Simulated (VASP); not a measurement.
The system is MgO.

```
CELL_PARAMETERS angstrom
0.00000 2.13515 2.13515
2.13515 0.00000 2.13515
2.13515 2.13515 0.00000
ATOMIC_POSITIONS crystal
Mg 0.00000 0.00000 0.00000
O 0.49415 0.49415 0.50585
```

This cell differs from its parent crystal: all O atoms moved +0.025 Å, as atom 2 towards its neighbour atom 1 (Mg) at 2.135 Å.

Base run:

```yaml
Program: VASP 6.6.1
Functional: r2SCAN
Potentials_or_basis: VASP PAW PBE potentials, release 64 (Mg_sv, O)
Cutoff: 660 eV
k_mesh: 10 × 10 × 10
Occupations: gaussian, width 0.05 eV
Spin: no spin polarisation
```

Its results: band gap on the k mesh 5.25 eV, direct; pressure -7.1 GPa; largest force 0.117 eV/Å.

**Question.** The run is repeated on the same cell with these changes: potentials or basis from VASP PAW PBE potentials, release 64 (Mg_sv, O) to VASP PAW PBE potentials, release 64 (Mg, O); cutoff from 660 eV to 520 eV; further incar settings from ALGO = Normal; EDIFF = 1e-06; NBANDS = 15 to ALGO = Normal; EDIFF = 1e-07; NBANDS = 11; valence electrons from 16 to 8. What comes out?

**Answer.** Band gap on the k mesh 5.20 eV, direct; pressure -8.1 GPa; largest force 0.113 eV/Å.

Caveats: the PAW data sets were made with another functional, which shifts forces and pressure a little.

